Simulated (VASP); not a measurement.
# CaF2: single point with r2SCAN

The system is CaF2.

```
Ca F
1.0
     3.84928    0.00000    0.00000
    -1.92464    3.33357    0.00000
    -1.92464    1.11119    3.13723
Ca F
1 2
Cartesian
  0.0000 0.0000 0.0000
  1.9246 1.1112 0.7843
  -1.9246 3.3336 2.3529
```

- Program: VASP 6.6.1
- Task: single point
- Functional: r2SCAN
- Potentials or basis: VASP PAW PBE potentials, release 64 (Ca_sv, F)
- Cutoff: 520 eV
- k mesh: 9 × 9 × 9
- Occupations: gaussian, width 0.02 eV
- Spin: no spin polarisation

The pressure is 0.5 GPa, the largest force is 0.007 eV/Å and the band gap on the k mesh is 8.03 eV, indirect (least direct gap 8.28 eV).

Forces in eV/Å, atoms in the order of the input:
```
Ca   0.000  0.000  0.000
F    0.000  0.000 -0.007
F    0.000  0.000  0.007
```

Stress tensor (GPa, compression positive):
```
0.49 0.00 0.00
0.00 0.49 0.00
0.00 0.00 0.66
```

Levels at points of the mesh, in eV from the valence-band top:
| k point | band 10 | band 11 | band 12 | band 13 | band 14 | band 15 |
| --- | --- | --- | --- | --- | --- | --- |
| (0.00, 0.00, 0.00) | -0.24 | -0.24 | -0.24 | 8.03 | 10.07 | 10.07 |

Wall time 5.3 min on 1 thread of Intel(R) Xeon(R) Platinum 8124M CPU @ 3.00GHz (Skylake/Cascade Lake), with other jobs on the host, peak memory 0.21 GiB.

Caveat: the PAW data sets were made with another functional, which shifts forces and pressure a little. A k mesh can miss the band edges.
